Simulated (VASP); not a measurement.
# SiO2 (P6_422) in VASP: notebook, part 2 of 2

VASP 6.6.1. The steps go on from the part before.

### 3 Single point, LDA (strain -0.030 along x and y, -0.015 along z)

File INCAR:

```
SYSTEM = SiO2
PREC = Accurate
ENCUT = 520
EDIFF = 1E-7
ISMEAR = 0
SIGMA = 0.05
LREAL = .FALSE.
LASPH = .TRUE.
NELM = 60
ALGO = Normal
ISIF = 2
LWAVE = .FALSE.
LCHARG = .FALSE.
NBANDS = 34
```

File KPOINTS:

```
regular mesh
0
G
  6 6 4
  0 0 0
```

File POSCAR:

```
SiO2
1.0
    4.8875374386      0.0000000000      0.0000000000
   -2.4437687193      4.2327315837      0.0000000000
    0.0000000000      0.0000000000      5.4419821688
Si O
3 6
Direct
    0.0000000000      0.5000000000      0.3333333333
    0.5000000000      0.5000000000      0.6666666667
    0.5000000000      0.0000000000      0.0000000000
    0.5843949021      0.7921974511      0.8333333333
    0.7921974511      0.5843949021      0.5000000000
    0.7921974511      0.2078025489      0.1666666667
    0.4156050979      0.2078025489      0.8333333333
    0.2078025489      0.4156050979      0.5000000000
    0.2078025489      0.7921974511      0.1666666667
```

Potentials or basis: VASP PAW LDA potentials, release 64 (Si, O).

Command:

```console
cat potpaw_LDA.64/Si/POTCAR potpaw_LDA.64/O/POTCAR > POTCAR
mpirun -np 1 vasp_std > vasp.out
```

OUTCAR:

```text
SYSTEM = SiO2
   PREC = Accurate
   ENCUT = 520
   EDIFF = 1E-7
   ISMEAR = 0
   LREAL = .FALSE.
   LASPH = .TRUE.
   NELM = 60
   ISIF = 2

 ion  position               nearest neighbor table
   1  0.000  0.500  0.333-   6 1.56   9 1.56   8 1.56   5 1.56   3 3.04   3 3.04   2 3.04   2 3.04

   2  0.500  0.500  0.667-   4 1.56   7 1.56   5 1.56   8 1.56   3 3.04   3 3.04   1 3.04   1 3.04

   3  0.500  0.000  0.000-   4 1.56   7 1.56   6 1.56   9 1.56   1 3.04   2 3.04   2 3.04   1 3.04

   4  0.584  0.792  0.833-   3 1.56   2 1.56
   5  0.792  0.584  0.500-   1 1.56   2 1.56
   6  0.792  0.208  0.167-   1 1.56   3 1.56
   7  0.416  0.208  0.833-   3 1.56   2 1.56
   8  0.208  0.416  0.500-   1 1.56   2 1.56
   9  0.208  0.792  0.167-   1 1.56   3 1.56

  LATTYP: Found a hexagonal cell.
 ALAT       =     4.8875374386
 C/A-ratio  =     1.1134405081

  Lattice vectors:

 A1 = (   4.8875374386,   0.0000000000,   0.0000000000)
 A2 = (  -2.4437687193,   4.2327315837,   0.0000000000)
 A3 = (   0.0000000000,   0.0000000000,   5.4419821688)

Analysis of symmetry for initial positions (statically):
=====================================================================
 Subroutine PRICEL returns:
 Original cell was already a primitive cell.

 Routine SETGRP: Setting up the symmetry group for a
 hexagonal supercell.

 Subroutine GETGRP returns: Found 12 space group operations
 (whereof  4 operations were pure point group operations)
 out of a pool of 24 trial point group operations.

The static configuration has the point symmetry D_2 .
 The point group associated with its full space group is D_6 .

Analysis of symmetry for dynamics (positions and initial velocities):
=====================================================================
 Subroutine PRICEL returns:
 Original cell was already a primitive cell.

 Routine SETGRP: Setting up the symmetry group for a
 hexagonal supercell.

 Subroutine GETGRP returns: Found 12 space group operations
 (whereof  4 operations were pure point group operations)
 out of a pool of 24 trial point group operations.

The dynamic configuration has the point symmetry D_2 .
 The point group associated with its full space group is D_6 .

 Subroutine INISYM returns: Found 12 space group operations
 (whereof  4 operations are pure point group operations),
 and found     1 'primitive' translations

----------------------------------------------------------------------------------------

                                     Primitive cell

  volume of cell :     112.5817

  direct lattice vectors                    reciprocal lattice vectors
     4.887537439  0.000000000  0.000000000     0.204602013  0.118127027  0.000000000
    -2.443768719  4.232731584  0.000000000     0.000000000  0.236254055  0.000000000
     0.000000000  0.000000000  5.441982169     0.000000000  0.000000000  0.183756574

  length of vectors
     4.887537439  4.887537439  5.441982169     0.236254055  0.236254055  0.183756574

[... 48 lines left out ...]

 Following reciprocal coordinates:
            Coordinates               Weight
  0.000000  0.000000  0.000000      1.000000
  0.166667 -0.000000  0.000000      6.000000
  0.333333 -0.000000  0.000000      6.000000
  0.500000 -0.000000  0.000000      3.000000
  0.166667  0.166667  0.000000      6.000000
  0.333333  0.166667  0.000000     12.000000
[... 13 lines left out ...]
  0.333333  0.166667  0.500000     12.000000
  0.333333  0.333333  0.500000      2.000000
   k-points           NKPTS =     21   k-points in BZ     NKDIM =     21   number of bands    NBANDS=     34
   number of dos      NEDOS =    301   number of ions     NIONS =      9
   total plane-waves  NPLWV =  51840
   dimension x,y,z NGX =    36 NGY =   36 NGZ =   40
   dimension x,y,z NGXF=    72 NGYF=   72 NGZF=   80
   ions per type =               3   6
   NGX,Y,Z   is equivalent  to a cutoff of  12.25, 12.25, 12.22 a.u.
   NGXF,Y,Z  is equivalent  to a cutoff of  24.49, 24.49, 24.44 a.u.
 SYSTEM =  SiO2
   PREC   = accura    normal or accurate (medium, high low for compatibility)
   ISTART =      0    job   : 0-new  1-cont  2-samecut
   ICHARG =      2    charge: 1-file 2-atom 10-const
   ISPIN  =      1    spin polarized calculation?
   LNONCOLLINEAR =      F non collinear calculations
   LSORBIT =      F    spin-orbit coupling
   LASPH  =      T    aspherical Exc in radial PAW
   ENCUT  =  520.0 eV  38.22 Ry    6.18 a.u.   9.09  9.09 10.12*2*pi/ulx,y,z
   NELM   =     60;   NELMIN=  2; NELMDL= -5     # of ELM steps
   EDIFF  = 0.1E-06   stopping-criterion for ELM
   LREAL  =      F    real-space projection
   EDIFFG = 0.1E-05   stopping-criterion for IOM
   NSW    =      0    number of steps for IOM
   IBRION =     -1    ionic relax: 0-MD 1-quasi-New 2-CG
   NFREE  =      0    steps in history (QN), initial steepest desc. (CG)
   ISIF   =      2    stress and relaxation
   ISYM   =      2    0-nonsym 1-usesym 2-fastsym
   POTIM  = 0.5000    time-step for ionic-motion
   TEBEG  =    0.0;   TEEND  =   0.0 temperature during run
   PSTRESS=    0.0 pullay stress
   NELECT =      48.0000    total number of electrons
   NUPDOWN=      -1.0000    fix difference up-down
   EMIN   =  10.00;   EMAX   =-10.00  energy-range for DOS
   EFERMI =   0.00;   METHOD = LEGACY
   ISMEAR =     0;   SIGMA  =   0.05  broadening in eV -4-tet -1-fermi 0-gaus
   EFERMI_NEDOS =   21; number of points for ismear=-14 and -15
   IALGO  =     38    algorithm
   IMIX   =      4    mixing-type and parameters
     AMIX     =   0.40;   BMIX     =  1.00
     AMIX_MAG =   1.60;   BMIX_MAG =  1.00
  volume/ion in A,a.u.               =      12.51        84.42
  Fermi-wavevector in a.u.,A,eV,Ry     =   1.232157  2.328438 20.656502  1.518210
  Thomas-Fermi vector in A             =   2.366938
   LORBIT       =      0    0 simple, 1 ext, 2 COOP (PROOUT), +10 PAW based schemes
   GGA     = CA    functional components
   LHFCALC =     F    Hartree Fock is set to
   AEXX    =    0.0000 exact exchange contribution
   IVDW    =     0    specifies the selected vdW correction
   LEPSILON=     F    determine dielectric tensor
   LRPA    =     F    only Hartree local field effects (RPA)
 non-spin polarized calculation
 Gauss-broadening in eV      SIGMA  =   0.05
  energy-cutoff  :      520.00
  volume of cell :      112.58
 maximum number of plane-waves:      3060
   NGX = 19   NGY = 19   NGZ = 21

 number of electron      48.0000038 magnetization

 Free energy of the ion-electron system (eV)
  ---------------------------------------------------
  ext. energy  EPLUGINS =         0.00000000
  ---------------------------------------------------
  free energy    TOTEN  =       -77.32508766 eV

  energy without entropy =      -77.32508766  energy(sigma->0) =      -77.32508766

 E-fermi :   1.2589     XC(G=0):  -9.6860

 val. band max:        0.9596180473   @ k =   0.0000   0.0000   0.5000
 cond. band min:       6.7424733485   @ k =   0.0000   0.0000   0.0000
 fundamental gap:      5.7828553013
 Fermi energy:         1.2589169331

 k-point     1 :       0.0000    0.0000    0.0000
  band No.  band energies     occupation
      1     -18.7201      2.00000
      2     -17.0697      2.00000
      3     -17.0697      2.00000
      4     -16.3206      2.00000
      5     -16.2678      2.00000
      6     -16.2678      2.00000
[... 766 lines left out ...]
     33      12.6179      0.00000
     34      12.6272      0.00000

------------------------ aborting loop because EDIFF is reached ----------------------------------------

  FORCE on cell =-STRESS in cart. coord.  units (eV):
  Direction    XX          YY          ZZ          XY          YZ          ZX
  --------------------------------------------------------------------------------------
  -------------------------------------------------------------------------------------
  Total       12.3223466     12.3223466     11.9213002      0.0000000     -0.0000000      0.0000000
  in kB      175.3622312    175.3622312    169.6548442      0.0000000     -0.0000000      0.0000000
  external PRESSURE =     173.4597689 kB  Pullay stress =       0.0000000 kB

 VOLUME and BASIS-vectors are now :
 -----------------------------------------------------------------------------
  energy-cutoff  :      520.00
  volume of cell :      112.58
      direct lattice vectors                 reciprocal lattice vectors
     4.887537439  0.000000000  0.000000000     0.204602013  0.118127027  0.000000000
    -2.443768719  4.232731584  0.000000000     0.000000000  0.236254055  0.000000000
     0.000000000  0.000000000  5.441982169     0.000000000  0.000000000  0.183756574

 POSITION                                       TOTAL-FORCE (eV/Angst)
 -----------------------------------------------------------------------------------
     -1.22188      2.11637      1.81399         0.000000      0.000000      0.000000
      1.22188      2.11637      3.62799         0.000000      0.000000      0.000000
      2.44377      0.00000      0.00000         0.000000      0.000000      0.000000
      0.92030      3.35316      4.53499         0.615613      0.355424      0.000000
      2.44377      2.47359      2.72099         0.000000      0.710849      0.000000
      3.36407      0.87957      0.90700         0.615613     -0.355424     -0.000000
      1.52346      0.87957      4.53499        -0.615613     -0.355424      0.000000
     -0.00000      1.75914      2.72099         0.000000     -0.710849      0.000000
     -0.92030      3.35316      0.90700        -0.615613      0.355424      0.000000
 -----------------------------------------------------------------------------------
    total drift:                               -0.000000      0.000000     -0.000001

  FREE ENERGIE OF THE ION-ELECTRON SYSTEM (eV)
  ---------------------------------------------------
  free  energy   TOTEN  =       -77.3250876638 eV

  energy  without entropy=      -77.3250876638  energy(sigma->0) =      -77.32508766
```

It took 68 s on 1 thread of AMD EPYC 9R45 (Zen 5), shared host; peak memory 0.17 GiB.

What came out:

- Free energy: -77.3251 eV
- Pressure: 17.3 GPa
- Largest force: 0.711 eV/Å
- Band gap on the k mesh: 5.78 eV, indirect (least direct gap 5.96 eV)

Forces in eV/Å, atoms in the order of the input:
```
Si   0.000  0.000  0.000
Si   0.000  0.000  0.000
Si   0.000  0.000  0.000
O    0.616  0.355  0.000
O    0.000  0.711  0.000
O    0.616 -0.355  0.000
O   -0.616 -0.355  0.000
O    0.000 -0.711  0.000
O   -0.616  0.355  0.000
```

Levels at points of the mesh, in eV from the valence-band top:
```tsv
k point	band 21	band 22	band 23	band 24	band 25	band 26	band 27	band 28
(0.00, 0.00, 0.00)	-1.15	-0.56	-0.56	-0.18	5.78	9.03	9.03	9.40
(0.50, 0.00, 0.00)	-1.32	-1.16	-0.42	-0.01	7.88	8.80	9.71	9.92
(0.00, 0.00, 0.50)	-1.31	-0.33	0.00	0.00	7.65	7.65	8.32	9.99
(0.50, 0.00, 0.50)	-1.06	-0.84	-0.79	-0.38	9.07	9.20	9.62	9.76
```

Caveat: the cell differs from its parent crystal (strain -0.030 along x and y, -0.015 along z). A k mesh can miss the band edges.

### 4 Single point, LDA (strain -0.030 along x and y, +0.000 along z)

File INCAR:

```
SYSTEM = SiO2
  PREC = Accurate
  ENCUT = 520
  EDIFF = 1E-6
  ISMEAR = 0
  SIGMA = 0.05
  LREAL = .FALSE.
  LASPH = .TRUE.
  NELM = 60
  ALGO = Normal
  ISIF = 2
  LWAVE = .FALSE.
  LCHARG = .FALSE.
  NBANDS = 34
```

File KPOINTS:

```
Automatic mesh
0
G
  6 6 4
  0 0 0
```

POSCAR: that of step 3 with these lines changed.

```diff
@@ -4,3 +4,3 @@
    -2.4437687193      4.2327315837      0.0000000000
-    0.0000000000      0.0000000000      5.4419821688
+    0.0000000000      0.0000000000      5.5248549937
 Si O
```

Command:

```console
cat potpaw_LDA.64/Si/POTCAR potpaw_LDA.64/O/POTCAR > POTCAR
mpirun -np 1 vasp_std > vasp.out
```

It took 72 s on 1 thread of AMD EPYC 9R45 (Zen 5), shared host; peak memory 0.17 GiB.

The run converged. Its results:

```yaml
Free_energy: -77.4852 eV
Pressure: 13.5 GPa
Largest_force: 0.579 eV/Å
Band_gap_on_the_k_mesh: 5.70 eV, indirect (least direct gap 5.85 eV)
```

Forces on the atoms (eV/Å):
```
Si   0.000  0.000  0.000
Si   0.000  0.000  0.000
Si   0.000  0.000  0.000
O    0.502  0.290  0.000
O    0.000  0.579  0.000
O    0.502 -0.290  0.000
O   -0.502 -0.290  0.000
O    0.000 -0.579  0.000
O   -0.502  0.290  0.000
```

Stress tensor (GPa, compression positive):
```
14.05  0.00  0.00
 0.00 14.05  0.00
 0.00  0.00 12.49
```

Levels at points of the mesh, in eV from the valence-band top:
| k point | band 22 | band 23 | band 24 | band 25 | band 26 | band 27 |
| --- | --- | --- | --- | --- | --- | --- |
| (0.00, 0.00, 0.00) | -0.56 | -0.56 | -0.15 | 5.70 | 8.92 | 8.92 |
| (0.50, 0.00, 0.00) | -1.17 | -0.45 | -0.03 | 7.80 | 8.71 | 9.61 |
| (0.00, 0.00, 0.50) | -0.38 | 0.00 | 0.00 | 7.53 | 7.53 | 8.20 |
| (0.50, 0.00, 0.50) | -0.86 | -0.82 | -0.37 | 8.98 | 9.08 | 9.43 |

Caveat: the cell differs from its parent crystal (strain -0.030 along x and y, +0.000 along z).

### 5 Summary

```csv
cell,gap on the mesh (eV),pressure (GPa),largest force (eV/Å)
"a = 4.888, b = 4.888, c = 5.359 Å, angles 90.0, 90.0, 120.0°, 9 atoms",5.85,21.4,0.85
"a = 4.888, b = 4.888, c = 5.442 Å, angles 90.0, 90.0, 120.0°, 9 atoms",5.78,17.3,0.71
"a = 4.888, b = 4.888, c = 5.525 Å, angles 90.0, 90.0, 120.0°, 9 atoms",5.70,13.5,0.58
```

Alike in all rows: task single point; level LDA; potentials or basis VASP PAW LDA potentials, release 64 (Si, O); no spin polarisation; k mesh 6 × 6 × 4; cutoff (eV) 520; smearing gaussian 0.05 eV.

Total energies depend on the potentials used, so only differences within one code and one set of settings carry meaning.
